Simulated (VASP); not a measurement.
ZnO, 8 atoms in the cell. Symmetry: P6_3mc, No. 186, hexagonal system. The conventional cell has a = 3.272 Å, b = 3.272 Å, c = 10.630 Å, α = 90.00°, β = 90.00°, γ = 120.00°. Zn (site symmetry 3m) has 4 O at 2.00 Å within 2.6 Å. Zn (site symmetry 3m) has 4 O at 2.00 to 2.01 Å within 2.6 Å. O (site symmetry 3m) has 4 Zn at 2.00 Å within 2.6 Å. Within 2.6 Å of O (site symmetry 3m) lie 4 Zn at 2.00 to 2.01 Å. 

* Program: VASP 6.6.1
* Task: single point
* Functional: PBE
* Potentials or basis: VASP PAW PBE potentials, release 64 (Zn, O)
* Cutoff: 520 eV
* k mesh: 12 × 12 × 4
* Occupations: gaussian, width 0.02 eV
* Spin: no spin polarisation
* Dipole correction: no
* Further INCAR settings: ALGO = Normal; EDIFF = 1e-06; NBANDS = 46

Potentials or basis: VASP PAW PBE potentials, release 64 (Zn, O).

The run is started by

```console
$ cat potpaw_PBE.64/Zn/POTCAR potpaw_PBE.64/O/POTCAR > POTCAR
$ mpirun -np 1 vasp_std > vasp.out
```

Hardware: 1 thread of Intel(R) Xeon(R) 6975P-C (Granite Rapids), with other jobs on the host.

**Question.** How long does it take, and how much memory?

**Answer.** Run time: 2.2 min on 1 thread of Intel(R) Xeon(R) 6975P-C (Granite Rapids), on a shared host, peak memory 0.32 GiB. Counts: scf iterations 16, k points 57.
